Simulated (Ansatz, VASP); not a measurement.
## Two plane-wave programs on Au

```xyz
4
Lattice="3.0135 0.0000 0.0000 -1.5067 2.6098 0.0000 0.0000 0.0000 10.0853" Properties=species:S:1:pos:R:3 pbc="T T T"
Au   -1.5067    2.6098   10.0853
Au   -1.5067    2.6098    5.0426
Au    0.0000    1.7398    2.5213
Au    1.5067    0.8699    7.5640
```

Alike in both runs: task single point; functional revPBE; k mesh 14 × 14 × 4; occupations fermi-dirac, width 0.1 eV; no spin polarisation.

```csv
,VASP,Ansatz
version,VASP 6.6.1,Ansatz 0.2.0
potentials or method,"VASP PAW PBE potentials, release 64 (Au), cutoff 520 eV","plane waves (420 eV) with PAW, scalar-relativistic"
valence electrons in the cell,44,76
```

Ansatz gave:

| Item | Value |
| --- | --- |
| pressure (GPa) | -7.5 |
| traceless stress, the component that is largest in VASP (GPa) | -0.14 |

Q: Which values does VASP return?

A: Pressure (GPa): -7.6; traceless stress, the component that is largest in VASP (GPa): -0.14.

VASP's potentials were made for PBE, not for revPBE. The functional is the same, so the differences come from potentials, cutoffs and numerics. VASP's potentials hold 44 valence electrons a cell and Ansatz's 76, so a difference there can come from the potentials and not from the codes.

Neither program's run includes spin-orbit coupling.
